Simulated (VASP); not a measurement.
# ScGa3 (Pm-3m) in VASP: relaxation of cell and atoms with LDA

Aim: the relaxation of cell and atoms of ScGa3 with LDA.

Everything below comes from runs of VASP 6.6.1. Logs are shortened: lines on timing, memory, paths and dates and some standing lists are left out, and cuts for length are marked.

## 1. The cell of the first run

Symmetry: Pm-3m, No. 221, cubic system. The conventional cell has a = 3.998 Å, b = 3.998 Å, c = 3.998 Å, α = 90.00°, β = 90.00°, γ = 90.00°. Sc (site symmetry m-3m) has 12 Ga at 2.83 Å within 3.7 Å. Ga (site symmetry 4/mmm) has 4 Sc at 2.83 Å and 8 Ga at 2.83 Å within 3.7 Å.

## 2. Relaxation of cell and atoms, LDA

Input file INCAR:

```
SYSTEM = ScGa3
ALGO = Fast ; EDIFF = 1E-6
EDIFFG = -0.001 ; ENCUT = 600
IBRION = 2 ; ISIF = 3
ISMEAR = -1 ; LASPH = .TRUE.
LCHARG = .FALSE. ; LREAL = .FALSE.
LWAVE = .FALSE. ; NELM = 60
NSW = 80 ; PREC = Accurate
SIGMA = 0.15
```

Input file KPOINTS:

```
k-points
0
G
  10 10 10
  0 0 0
```

Input file POSCAR:

```
ScGa3
1.0
    3.9983071589      0.0000000000      0.0000000000
    0.0000000000      3.9983071589      0.0000000000
    0.0000000000      0.0000000000      3.9983071589
Sc Ga
1 3
Direct
    0.0000000000      0.0000000000      0.0000000000
    0.0000000000      0.5000000000      0.5000000000
    0.5000000000      0.0000000000      0.5000000000
    0.5000000000      0.5000000000      0.0000000000
```

Potentials or basis: VASP PAW LDA potentials, release 64 (Sc_sv, Ga_d).

The run is started by

```
$ cat potpaw_LDA.64/Sc_sv/POTCAR potpaw_LDA.64/Ga_d/POTCAR > POTCAR
$ mpirun -np 1 vasp_std > vasp.out
```

OUTCAR:

```text
SYSTEM = ScGa3
   EDIFF = 1E-6
   EDIFFG = -0.001
   ENCUT = 600
   IBRION = 2
   ISIF = 3
   ISMEAR = -1
   LASPH = .TRUE.
   LREAL = .FALSE.
   NELM = 60
   NSW = 80
   PREC = Accurate

 ion  position               nearest neighbor table
   1  0.000  0.000  0.000-   2 2.83   3 2.83   4 2.83   2 2.83   3 2.83   2 2.83   4 2.83   2 2.83
                             3 2.83   4 2.83   3 2.83   4 2.83
   2  0.000  0.500  0.500-   1 2.83   3 2.83   4 2.83   1 2.83   4 2.83   1 2.83   3 2.83   1 2.83
                             3 2.83   4 2.83   4 2.83   3 2.83
   3  0.500  0.000  0.500-   1 2.83   2 2.83   4 2.83   1 2.83   4 2.83   2 2.83   4 2.83   4 2.83
                             1 2.83   2 2.83   1 2.83   2 2.83
   4  0.500  0.500  0.000-   1 2.83   2 2.83   3 2.83   2 2.83   3 2.83   1 2.83   3 2.83   3 2.83
                             1 2.83   2 2.83   2 2.83   1 2.83

  LATTYP: Found a simple cubic cell.
 ALAT       =     3.9983071589

  Lattice vectors:

 A1 = (   3.9983071589,   0.0000000000,   0.0000000000)
 A2 = (   0.0000000000,   3.9983071589,   0.0000000000)
 A3 = (   0.0000000000,   0.0000000000,   3.9983071589)

Analysis of symmetry for initial positions (statically):
=====================================================================
 Subroutine PRICEL returns:
 Original cell was already a primitive cell.

 Routine SETGRP: Setting up the symmetry group for a
 simple cubic supercell.

 Subroutine GETGRP returns: Found 48 space group operations
 (whereof 48 operations were pure point group operations)
 out of a pool of 48 trial point group operations.

The static configuration has the point symmetry O_h .

Analysis of symmetry for dynamics (positions and initial velocities):
=====================================================================
 Subroutine PRICEL returns:
 Original cell was already a primitive cell.

 Routine SETGRP: Setting up the symmetry group for a
 simple cubic supercell.

 Subroutine GETGRP returns: Found 48 space group operations
 (whereof 48 operations were pure point group operations)
 out of a pool of 48 trial point group operations.

The dynamic configuration has the point symmetry O_h .

 Subroutine INISYM returns: Found 48 space group operations
 (whereof 48 operations are pure point group operations),
 and found     1 'primitive' translations

----------------------------------------------------------------------------------------

                                     Primitive cell

  volume of cell :      63.9188

  direct lattice vectors                    reciprocal lattice vectors
     3.998307159  0.000000000  0.000000000     0.250105847  0.000000000  0.000000000
     0.000000000  3.998307159  0.000000000     0.000000000  0.250105847  0.000000000
     0.000000000  0.000000000  3.998307159     0.000000000  0.000000000  0.250105847

  length of vectors
     3.998307159  3.998307159  3.998307159     0.250105847  0.250105847  0.250105847

  position of ions in fractional coordinates (direct lattice)
     0.000000000  0.000000000  0.000000000
     0.000000000  0.500000000  0.500000000
     0.500000000  0.000000000  0.500000000
     0.500000000  0.500000000  0.000000000

  ion indices of the primitive-cell ions
   primitive index   ion index
                 1           1
                 2           2
                 3           3
                 4           4

----------------------------------------------------------------------------------------

 KPOINTS: k-points

Automatic generation of k-mesh.
 Grid dimensions read from file:
 generate k-points for:   10   10   10

 Generating k-lattice:

  Cartesian coordinates                     Fractional coordinates (reciprocal lattice)
     0.025010585  0.000000000  0.000000000     0.100000000  0.000000000  0.000000000
     0.000000000  0.025010585  0.000000000     0.000000000  0.100000000  0.000000000
     0.000000000  0.000000000  0.025010585     0.000000000  0.000000000  0.100000000

  Length of vectors
     0.025010585  0.025010585  0.025010585

  Shift w.r.t. Gamma in fractional coordinates (k-lattice)
     0.000000000  0.000000000  0.000000000

 Subroutine IBZKPT returns following result:
 ===========================================

 Found     56 irreducible k-points:

 Following reciprocal coordinates:
            Coordinates               Weight
  0.000000  0.000000  0.000000      1.000000
  0.100000  0.000000  0.000000      6.000000
  0.200000  0.000000  0.000000      6.000000
  0.300000  0.000000  0.000000      6.000000
  0.400000  0.000000  0.000000      6.000000
  0.500000  0.000000  0.000000      3.000000
[... 16 lines left out ...]
  0.200000  0.100000  0.100000     24.000000
  0.300000  0.100000  0.100000     24.000000
 [... further k-points ...]
   k-points           NKPTS =     56   k-points in BZ     NKDIM =     56   number of bands    NBANDS=     30
   number of dos      NEDOS =    301   number of ions     NIONS =      4
   total plane-waves  NPLWV =  32768
   dimension x,y,z NGX =    32 NGY =   32 NGZ =   32
   dimension x,y,z NGXF=    64 NGYF=   64 NGZF=   64
   ions per type =               1   3
   NGX,Y,Z   is equivalent  to a cutoff of  13.31, 13.31, 13.31 a.u.
   NGXF,Y,Z  is equivalent  to a cutoff of  26.61, 26.61, 26.61 a.u.
 SYSTEM =  ScGa3
   PREC   = accura    normal or accurate (medium, high low for compatibility)
   ISTART =      0    job   : 0-new  1-cont  2-samecut
   ICHARG =      2    charge: 1-file 2-atom 10-const
   ISPIN  =      1    spin polarized calculation?
   LNONCOLLINEAR =      F non collinear calculations
   LSORBIT =      F    spin-orbit coupling
   LASPH  =      T    aspherical Exc in radial PAW
   ENCUT  =  600.0 eV  44.10 Ry    6.64 a.u.   7.99  7.99  7.99*2*pi/ulx,y,z
   NELM   =     60;   NELMIN=  2; NELMDL= -5     # of ELM steps
   EDIFF  = 0.1E-05   stopping-criterion for ELM
   LREAL  =      F    real-space projection
   EDIFFG = -.1E-02   stopping-criterion for IOM
   NSW    =     80    number of steps for IOM
   IBRION =      2    ionic relax: 0-MD 1-quasi-New 2-CG
   NFREE  =      1    steps in history (QN), initial steepest desc. (CG)
   ISIF   =      3    stress and relaxation
   ISYM   =      2    0-nonsym 1-usesym 2-fastsym
   POTIM  = 0.5000    time-step for ionic-motion
   TEBEG  =    0.0;   TEEND  =   0.0 temperature during run
   PSTRESS=    0.0 pullay stress
   NELECT =      50.0000    total number of electrons
   NUPDOWN=      -1.0000    fix difference up-down
   EMIN   =  10.00;   EMAX   =-10.00  energy-range for DOS
   EFERMI =   0.00;   METHOD = LEGACY
   ISMEAR =    -1;   SIGMA  =   0.15  broadening in eV -4-tet -1-fermi 0-gaus
   EFERMI_NEDOS =   21; number of points for ismear=-14 and -15
   IALGO  =     68    algorithm
   IMIX   =      4    mixing-type and parameters
     AMIX     =   0.40;   BMIX     =  1.00
     AMIX_MAG =   1.60;   BMIX_MAG =  1.00
  volume/ion in A,a.u.               =      15.98       107.84
  Fermi-wavevector in a.u.,A,eV,Ry     =   1.508419  2.850499 30.957718  2.275328
  Thomas-Fermi vector in A             =   2.618876
   LORBIT       =      0    0 simple, 1 ext, 2 COOP (PROOUT), +10 PAW based schemes
   GGA     = CA    functional components
   LHFCALC =     F    Hartree Fock is set to
   AEXX    =    0.0000 exact exchange contribution
   IVDW    =     0    specifies the selected vdW correction
   LEPSILON=     F    determine dielectric tensor
   LRPA    =     F    only Hartree local field effects (RPA)
 conjugate gradient relaxation of ions
 non-spin polarized calculation
 RMM-DIIS sequential band-by-band and
  energy-cutoff  :      600.00
  volume of cell :       63.92
 maximum number of plane-waves:      2176
 NGX is ok and might be reduce to    32
   NGX = 15   NGY = 15   NGZ = 15

--------------------------------------- Ionic step        1  -------------------------------------------

 number of electron      50.0000010 magnetization

 Free energy of the ion-electron system (eV)
  ---------------------------------------------------
  ext. energy  EPLUGINS =         0.00000000
  ---------------------------------------------------
  free energy    TOTEN  =       -19.88272854 eV

  energy without entropy =      -19.77818416  energy(sigma->0) =      -19.83045635

------------------------ aborting loop because EDIFF is reached ----------------------------------------

  FORCE on cell =-STRESS in cart. coord.  units (eV):
  Direction    XX          YY          ZZ          XY          YZ          ZX
  --------------------------------------------------------------------------------------
  -------------------------------------------------------------------------------------
  Total        0.1358370      0.1358370      0.1358370      0.0000000     -0.0000000     -0.0000000
  in kB        3.4048666      3.4048666      3.4048666      0.0000000     -0.0000000     -0.0000000
  external PRESSURE =       3.4048666 kB  Pullay stress =       0.0000000 kB
[... 95 lines left out ...]
  FREE ENERGIE OF THE ION-ELECTRON SYSTEM (eV)
  ---------------------------------------------------
  free  energy   TOTEN  =       -19.8829791340 eV

  energy  without entropy=      -19.7780697762  energy(sigma->0) =      -19.83052446

[... ionic steps 4 to 19 ...]

--------------------------------------- Ionic step       20  -------------------------------------------

 number of electron      50.0000019 magnetization

------------------------ aborting loop because EDIFF is reached ----------------------------------------

  FORCE on cell =-STRESS in cart. coord.  units (eV):
  Direction    XX          YY          ZZ          XY          YZ          ZX
  --------------------------------------------------------------------------------------
  -------------------------------------------------------------------------------------
  Total       -0.0144693     -0.0144693     -0.0144693      0.0000000     -0.0000000      0.0000000
  in kB       -0.3613730     -0.3613730     -0.3613730      0.0000000     -0.0000000      0.0000000
  external PRESSURE =      -0.3613730 kB  Pullay stress =       0.0000000 kB
[... 61 lines left out ...]
  energy  without entropy=      -19.7780597519  energy(sigma->0) =      -19.83051980

--------------------------------------- Ionic step       22  -------------------------------------------

 number of electron      50.0000019 magnetization

 Free energy of the ion-electron system (eV)
  ---------------------------------------------------
  ext. energy  EPLUGINS =         0.00000000
  ---------------------------------------------------
  free energy    TOTEN  =       -19.88297980 eV

  energy without entropy =      -19.77806029  energy(sigma->0) =      -19.83052004

 E-fermi :   6.8926     XC(G=0): -12.1619

 val. band max:        6.8548580795   @ k =   0.3000   0.3000   0.0000
 cond. band min:       6.9058963269   @ k =   0.5000   0.5000   0.1000
 fundamental gap:      0.0510382474
 Fermi energy:         6.8925759994

 k-point     1 :       0.0000    0.0000    0.0000
  band No.  band energies     occupation
      1     -41.6442      2.00000
      2     -20.6926      2.00000
      3     -20.6926      2.00000
      4     -20.6926      2.00000
      5      -8.5152      2.00000
      6      -8.4828      2.00000
[... 781 lines left out ...]
     29       9.2270      0.00000
     30      10.5365      0.00000

 [... further k-points ...]

------------------------ aborting loop because EDIFF is reached ----------------------------------------

  FORCE on cell =-STRESS in cart. coord.  units (eV):
  Direction    XX          YY          ZZ          XY          YZ          ZX
  --------------------------------------------------------------------------------------
  -------------------------------------------------------------------------------------
  Total        0.0021874      0.0021874      0.0021874      0.0000000      0.0000000     -0.0000000
  in kB        0.0546320      0.0546320      0.0546320      0.0000000      0.0000000     -0.0000000
  external PRESSURE =       0.0546320 kB  Pullay stress =       0.0000000 kB
[... 19 lines left out ...]
  FREE ENERGIE OF THE ION-ELECTRON SYSTEM (eV)
  ---------------------------------------------------
  free  energy   TOTEN  =       -19.8829797955 eV

  energy  without entropy=      -19.7780602940  energy(sigma->0) =      -19.83052004

 reached required accuracy - stopping structural energy minimisation
```

It took 14 min on 1 thread of Intel Xeon 8259CL, shared host; peak memory 0.25 GiB.

What came out:

```
Free energy                           : -19.8830 eV
Relaxed volume                        : 16.04 Å³/atom
Relaxed cell                          : a = 4.003 Å, b = 4.003 Å, c = 4.003 Å, α = 90.00°, β = 90.00°, γ = 90.00°
Space group after relaxing (to 0.1 Å) : Pm-3m (No. 221)
Energy gained by relaxing             : 0.1 meV/atom
Ionic steps                           : 22
Pressure after relaxing               : 0.0 GPa
Band gap on the k mesh                : zero (bands 25 and 26 overlap by 3.63 eV)
```

The path:
```tsv
step	energy change (eV)	largest force (eV/Å)	pressure (GPa)	volume (Å³)
1	0.0000	0.0000	0.34	63.92
2	-0.0002	0.0000	-0.29	64.23
3	-0.0003	0.0000	-0.05	64.14
4	-0.0002	0.0000	0.14	64.11
5	-0.0002	0.0000	-0.04	64.13
6	-0.0002	0.0000	0.11	64.12
7	-0.0002	0.0000	-0.05	64.13
8	-0.0002	0.0000	0.16	64.08
9	-0.0002	0.0000	-0.01	64.12
10	-0.0002	0.0000	0.07	64.12
11	-0.0002	0.0000	0.09	64.12
12	-0.0002	0.0000	0.03	64.12
13	-0.0003	0.0000	-0.03	64.15
14	-0.0003	0.0000	0.04	64.14
15	-0.0003	0.0000	0.05	64.15
16	-0.0003	0.0000	0.02	64.15
17	-0.0003	0.0000	-0.07	64.16
18	-0.0003	0.0000	0.05	64.15
19	-0.0003	0.0000	-0.02	64.15
20	-0.0003	0.0000	-0.04	64.15
21	-0.0003	0.0000	-0.02	64.15
22	-0.0003	0.0000	0.01	64.15
```

Final structure:
```
Sc Ga
1.0
     4.00311    0.00000    0.00000
     0.00000    4.00311    0.00000
     0.00000    0.00000    4.00311
Sc Ga
1 3
Direct
  0.00000 0.00000 0.00000
  0.00000 0.50000 0.50000
  0.50000 0.00000 0.50000
  0.50000 0.50000 0.00000
```
